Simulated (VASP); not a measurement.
# BP (F-43m) in VASP: a series of runs

The runs below take BP through single point, with PBE.

Everything below comes from runs of VASP 6.6.1. Logs are shortened: lines on timing, memory, paths and dates and some standing lists are left out, and cuts for length are marked.

## 1. The cell of the first run

Symmetry: F-43m, No. 216, cubic system. Conventional cell: a = 4.477 Å, b = 4.477 Å, c = 4.477 Å, α = 90.00°, β = 90.00°, γ = 90.00°. B (site symmetry -43m) has 4 P at 1.94 Å within 2.6 Å. P (site symmetry -43m) has 4 B at 1.94 Å within 2.6 Å.

## 2. Single point, PBE (11.21 Å³/atom)

INCAR reads:

```
SYSTEM = BP
ALGO = Normal ; EDIFF = 1E-7
ENCUT = 520 ; GGA = PE
ISIF = 2 ; ISMEAR = -1
LASPH = .True. ; LCHARG = .False.
LREAL = .False. ; LWAVE = .False.
NBANDS = 11 ; NELM = 80
PREC = Accurate ; SIGMA = 0.05
```

KPOINTS reads:

```
k-points
0
Gamma
  15 15 15
  0 0 0
```

POSCAR reads:

```
BP
1.0
    0.0000000000      2.2383340787      2.2383340787
    2.2383340787      0.0000000000      2.2383340787
    2.2383340787      2.2383340787      0.0000000000
B P
1 1
Direct
    0.0000000000      0.0000000000      0.0000000000
    0.7500000000      0.7500000000      0.7500000000
```

Potentials or basis: VASP PAW PBE potentials, release 64 (B, P).

The run is started by

```console
$ cat potpaw_PBE.64/B/POTCAR potpaw_PBE.64/P/POTCAR > POTCAR
$ mpirun -np 1 vasp_std > vasp.out
```

OUTCAR:

```text
SYSTEM = BP
   EDIFF = 1E-7
   ENCUT = 520
   GGA = PE
   ISIF = 2
   ISMEAR = -1
   LASPH = .True.
   LREAL = .False.
   NELM = 80
   PREC = Accurate

 ion  position               nearest neighbor table
   1  0.000  0.000  0.000-   2 1.94   2 1.94   2 1.94   2 1.94
   2  0.750  0.750  0.750-   1 1.94   1 1.94   1 1.94   1 1.94

  LATTYP: Found a face centered cubic cell.
 ALAT       =     4.4766681574

  Lattice vectors:

 A1 = (   0.0000000000,   2.2383340787,   2.2383340787)
 A2 = (   2.2383340787,   0.0000000000,   2.2383340787)
 A3 = (   2.2383340787,   2.2383340787,   0.0000000000)

Analysis of symmetry for initial positions (statically):
=====================================================================
 Subroutine PRICEL returns:
 Original cell was already a primitive cell.

 Routine SETGRP: Setting up the symmetry group for a
 face centered cubic supercell.

 Subroutine GETGRP returns: Found 24 space group operations
 (whereof 24 operations were pure point group operations)
 out of a pool of 48 trial point group operations.

The static configuration has the point symmetry T_d .

Analysis of symmetry for dynamics (positions and initial velocities):
=====================================================================
 Subroutine PRICEL returns:
 Original cell was already a primitive cell.

 Routine SETGRP: Setting up the symmetry group for a
 face centered cubic supercell.

 Subroutine GETGRP returns: Found 24 space group operations
 (whereof 24 operations were pure point group operations)
 out of a pool of 48 trial point group operations.

The dynamic configuration has the point symmetry T_d .

 Subroutine INISYM returns: Found 24 space group operations
 (whereof 24 operations are pure point group operations),
 and found     1 'primitive' translations

----------------------------------------------------------------------------------------

                                     Primitive cell

  volume of cell :      22.4287

  direct lattice vectors                    reciprocal lattice vectors
     0.000000000  2.238334079  2.238334079    -0.223380417  0.223380417  0.223380417
     2.238334079  0.000000000  2.238334079     0.223380417 -0.223380417  0.223380417
     2.238334079  2.238334079  0.000000000     0.223380417  0.223380417 -0.223380417

  length of vectors
     3.165482411  3.165482411  3.165482411     0.386906232  0.386906232  0.386906232

  position of ions in fractional coordinates (direct lattice)
     0.000000000  0.000000000  0.000000000
     0.750000000  0.750000000  0.750000000

  ion indices of the primitive-cell ions
   primitive index   ion index
                 1           1
                 2           2

----------------------------------------------------------------------------------------

 KPOINTS: k-points

Automatic generation of k-mesh.
 Grid dimensions read from file:
 generate k-points for:   15   15   15

 Generating k-lattice:

  Cartesian coordinates                     Fractional coordinates (reciprocal lattice)
    -0.014892028  0.014892028  0.014892028     0.066666667  0.000000000  0.000000000
     0.014892028 -0.014892028  0.014892028     0.000000000  0.066666667  0.000000000
     0.014892028  0.014892028 -0.014892028     0.000000000  0.000000000  0.066666667

  Length of vectors
     0.025793749  0.025793749  0.025793749

  Shift w.r.t. Gamma in fractional coordinates (k-lattice)
     0.000000000  0.000000000  0.000000000

 Subroutine IBZKPT returns following result:
 ===========================================

 Found    120 irreducible k-points:

 Following reciprocal coordinates:
            Coordinates               Weight
  0.000000  0.000000  0.000000      1.000000
  0.066667  0.000000  0.000000      8.000000
  0.133333  0.000000  0.000000      8.000000
  0.200000  0.000000  0.000000      8.000000
  0.266667  0.000000  0.000000      8.000000
  0.333333  0.000000  0.000000      8.000000
[... 16 lines left out ...]
  0.133333  0.133333  0.000000      6.000000
  0.200000  0.133333  0.000000     24.000000
 [... further k-points ...]
   k-points           NKPTS =    120   k-points in BZ     NKDIM =    120   number of bands    NBANDS=     11
   number of dos      NEDOS =    301   number of ions     NIONS =      2
   total plane-waves  NPLWV =  13824
   dimension x,y,z NGX =    24 NGY =   24 NGZ =   24
   dimension x,y,z NGXF=    48 NGYF=   48 NGZF=   48
   ions per type =               1   1
   NGX,Y,Z   is equivalent  to a cutoff of  12.60, 12.60, 12.60 a.u.
   NGXF,Y,Z  is equivalent  to a cutoff of  25.21, 25.21, 25.21 a.u.
 SYSTEM =  BP
   PREC   = accura    normal or accurate (medium, high low for compatibility)
   ISTART =      0    job   : 0-new  1-cont  2-samecut
   ICHARG =      2    charge: 1-file 2-atom 10-const
   ISPIN  =      1    spin polarized calculation?
   LNONCOLLINEAR =      F non collinear calculations
   LSORBIT =      F    spin-orbit coupling
   LASPH  =      T    aspherical Exc in radial PAW
   ENCUT  =  520.0 eV  38.22 Ry    6.18 a.u.   5.89  5.89  5.89*2*pi/ulx,y,z
   NELM   =     80;   NELMIN=  2; NELMDL= -5     # of ELM steps
   EDIFF  = 0.1E-06   stopping-criterion for ELM
   LREAL  =      F    real-space projection
   EDIFFG = 0.1E-05   stopping-criterion for IOM
   NSW    =      0    number of steps for IOM
   IBRION =     -1    ionic relax: 0-MD 1-quasi-New 2-CG
   NFREE  =      0    steps in history (QN), initial steepest desc. (CG)
   ISIF   =      2    stress and relaxation
   ISYM   =      2    0-nonsym 1-usesym 2-fastsym
   POTIM  = 0.5000    time-step for ionic-motion
   TEBEG  =    0.0;   TEEND  =   0.0 temperature during run
   PSTRESS=    0.0 pullay stress
   NELECT =       8.0000    total number of electrons
   NUPDOWN=      -1.0000    fix difference up-down
   EMIN   =  10.00;   EMAX   =-10.00  energy-range for DOS
   EFERMI =   0.00;   METHOD = LEGACY
   ISMEAR =    -1;   SIGMA  =   0.05  broadening in eV -4-tet -1-fermi 0-gaus
   EFERMI_NEDOS =   21; number of points for ismear=-14 and -15
   IALGO  =     38    algorithm
   IMIX   =      4    mixing-type and parameters
     AMIX     =   0.40;   BMIX     =  1.00
     AMIX_MAG =   1.60;   BMIX_MAG =  1.00
  volume/ion in A,a.u.               =      11.21        75.68
  Fermi-wavevector in a.u.,A,eV,Ry     =   1.161012  2.193994 18.339948  1.347948
  Thomas-Fermi vector in A             =   2.297588
   LORBIT       =      0    0 simple, 1 ext, 2 COOP (PROOUT), +10 PAW based schemes
   GGA     = PE    functional components
   LHFCALC =     F    Hartree Fock is set to
   AEXX    =    0.0000 exact exchange contribution
   IVDW    =     0    specifies the selected vdW correction
   LEPSILON=     F    determine dielectric tensor
   LRPA    =     F    only Hartree local field effects (RPA)
 non-spin polarized calculation
  energy-cutoff  :      520.00
  volume of cell :       22.43
 maximum number of plane-waves:       620
   NGX = 11   NGY = 11   NGZ = 11

 number of electron       8.0000001 magnetization

 Free energy of the ion-electron system (eV)
  ---------------------------------------------------
  ext. energy  EPLUGINS =         0.00000000
  ---------------------------------------------------
  free energy    TOTEN  =       -12.90455606 eV

  energy without entropy =      -12.90455602  energy(sigma->0) =      -12.90455604

 E-fermi :   8.4977     XC(G=0): -11.0839

 val. band max:        7.9221402352   @ k =   0.0000   0.0000   0.0000
 cond. band min:       9.1051542866   @ k =   0.4000   0.4000   0.0000
 fundamental gap:      1.1830140514
 Fermi energy:         8.4976621159

 k-point     1 :       0.0000    0.0000    0.0000
  band No.  band energies     occupation
      1      -7.9070      2.00000
      2       7.9221      1.99998
      3       7.9221      1.99998
      4       7.9221      1.99998
      5      11.3864      0.00000
      6      11.3864      0.00000
      7      11.3864      0.00000
      8      15.9260      0.00000
      9      19.7185      0.00000
     10      20.1694      0.00000
     11      20.1694      0.00000

 k-point     2 :       0.0667    0.0000    0.0000
  band No.  band energies     occupation
      1      -7.8240      2.00000
      2       7.2560      2.00000
      3       7.7748      2.00000
      4       7.7748      2.00000
      5      11.5902      0.00000
      6      11.5902      0.00000
      7      11.6651      0.00000
      8      16.1449      0.00000
      9      19.7862      0.00000
     10      19.7862      0.00000
     11      19.9954      0.00000

 k-point     3 :       0.1333    0.0000    0.0000
  band No.  band energies     occupation
      1      -7.5764      2.00000
      2       5.8275      2.00000
      3       7.4312      2.00000
      4       7.4312      2.00000
      5      12.0104      0.00000
      6      12.0643      0.00000
      7      12.0643      0.00000
      8      16.7307      0.00000
      9      19.1583      0.00000
     10      19.1583      0.00000
     11      20.6771      0.00000

 k-point     4 :       0.2000    0.0000    0.0000
  band No.  band energies     occupation
      1      -7.1683      2.00000
      2       4.1878      2.00000
      3       7.0409      2.00000
      4       7.0409      2.00000
      5      12.1321      0.00000
      6      12.5445      0.00000
      7      12.5445      0.00000
      8      17.4507      0.00000
      9      18.8422      0.00000
     10      18.8422      0.00000
     11      21.1878      0.00000
[... 239 lines left out ...]
 k-point    22 :      -0.0667    0.0667    0.0000
  band No.  band energies     occupation
      1      -7.6862      2.00000
      2       6.6588      2.00000
      3       7.0341      2.00000
      4       7.8113      2.00000
      5      11.6037      0.00000
      6      11.8661      0.00000
      7      12.2496      0.00000
      8      16.4141      0.00000
      9      18.9479      0.00000
     10      19.8566      0.00000
     11      20.4260      0.00000

 k-point    23 :       0.1333    0.1333    0.0000
  band No.  band energies     occupation
      1      -7.4659      2.00000
      2       6.5810      2.00000
      3       6.5810      2.00000
      4       6.6206      2.00000
      5      10.6630      0.00000
      6      13.2147      0.00000
      7      13.2147      0.00000
      8      15.7448      0.00000
      9      18.6140      0.00000
     10      20.6449      0.00000
     11      21.1121      0.00000

 k-point    24 :       0.2000    0.1333    0.0000
  band No.  band energies     occupation
      1      -7.1654      2.00000
      2       5.2577      2.00000
      3       6.1440      2.00000
      4       6.5303      2.00000
      5      10.6639      0.00000
      6      13.7485      0.00000
      7      13.8814      0.00000
      8      15.1763      0.00000
      9      19.0813      0.00000
     10      20.6748      0.00000
     11      21.8561      0.00000

 [... further k-points ...]

------------------------ aborting loop because EDIFF is reached ----------------------------------------

  FORCE on cell =-STRESS in cart. coord.  units (eV):
  Direction    XX          YY          ZZ          XY          YZ          ZX
  --------------------------------------------------------------------------------------
  -------------------------------------------------------------------------------------
  Total        1.1461745      1.1461745      1.1461745     -0.0000000      0.0000000     -0.0000000
  in kB       81.8759998     81.8759998     81.8759998     -0.0000000      0.0000000     -0.0000000
  external PRESSURE =      81.8759998 kB  Pullay stress =       0.0000000 kB

 VOLUME and BASIS-vectors are now :
 -----------------------------------------------------------------------------
  energy-cutoff  :      520.00
  volume of cell :       22.43
      direct lattice vectors                 reciprocal lattice vectors
     0.000000000  2.238334079  2.238334079    -0.223380417  0.223380417  0.223380417
     2.238334079  0.000000000  2.238334079     0.223380417 -0.223380417  0.223380417
     2.238334079  2.238334079  0.000000000     0.223380417  0.223380417 -0.223380417

 POSITION                                       TOTAL-FORCE (eV/Angst)
 -----------------------------------------------------------------------------------
      0.00000      0.00000      0.00000         0.000000     -0.000000      0.000000
      3.35750      3.35750      3.35750        -0.000000      0.000000     -0.000000
 -----------------------------------------------------------------------------------
    total drift:                               -0.000000     -0.000000     -0.000000

  FREE ENERGIE OF THE ION-ELECTRON SYSTEM (eV)
  ---------------------------------------------------
  free  energy   TOTEN  =       -12.9045560580 eV

  energy  without entropy=      -12.9045560160  energy(sigma->0) =      -12.90455604
```

Run time: 10 s. Hardware: 1 thread of Intel Xeon 6975P-C (Granite Rapids), shared host; peak memory 0.15 GiB.

What came out:

```yaml
Free_energy: -12.9046 eV
Pressure: 8.2 GPa
Band_gap_on_the_k_mesh: 1.18 eV (least direct gap 3.46 eV)
```

Caveat: the cell stands under pressure; an odd mesh through Γ misses points on the zone boundary, where band edges can lie.

## 3. Single point, PBE (11.56 Å³/atom)

This run uses another cell than the first one, of 11.56 Å³/atom.

INCAR reads:

```
SYSTEM = BP
PREC     = Accurate       ! precision mode
ENCUT    = 520            ! plane-wave cutoff, eV
EDIFF    = 1E-6           ! SCF threshold, eV
ISMEAR   = -1             ! smearing method
SIGMA    = 0.05           ! smearing width, eV
LREAL    = .FALSE.        ! projectors in reciprocal space
LASPH    = .TRUE.         ! aspherical terms in the spheres
NELM     = 100            ! most SCF steps
ALGO     = Normal         ! electronic algorithm
ISIF     = 2              ! what is computed and relaxed
LWAVE    = .FALSE.        ! write WAVECAR
LCHARG   = .FALSE.        ! write CHGCAR
GGA      = PE             ! functional
NBANDS   = 11             ! bands
```

KPOINTS reads:

```
regular mesh
0
G
  15 15 15
  0 0 0
```

POSCAR reads:

```
BP
1.0
    0.0000000000      2.2614113146      2.2614113146
    2.2614113146      0.0000000000      2.2614113146
    2.2614113146      2.2614113146      0.0000000000
B P
1 1
Direct
    0.0000000000      0.0000000000      0.0000000000
    0.7500000000      0.7500000000      0.7500000000
```

Potentials or basis: VASP PAW PBE potentials, release 64 (B, P).

The run is started by

```console
$ cat potpaw_PBE.64/B/POTCAR potpaw_PBE.64/P/POTCAR > POTCAR
$ mpirun -np 1 vasp_std > vasp.out
```

It took 8.3 s on 1 thread of Intel Xeon 6975P-C (Granite Rapids), shared host; peak memory 0.14 GiB.

It converged, with:

| Quantity | Value |
| --- | --- |
| Free energy | -12.9282 eV |
| Pressure | 2.6 GPa |
| Band gap on the k mesh | 1.23 eV (least direct gap 3.42 eV) |

Levels at points of the mesh, in eV from the valence-band top:
```
           k point  band 1  band 2  band 3  band 4  band 5  band 6  band 7  band 8  band 9
(0.00, 0.00, 0.00)  -15.55    0.00    0.00    0.00    3.42    3.42    3.42    7.53   11.58
```

Caveat: an odd mesh through Γ misses points on the zone boundary, where band edges can lie.

(Continued in part 2 of 2.)
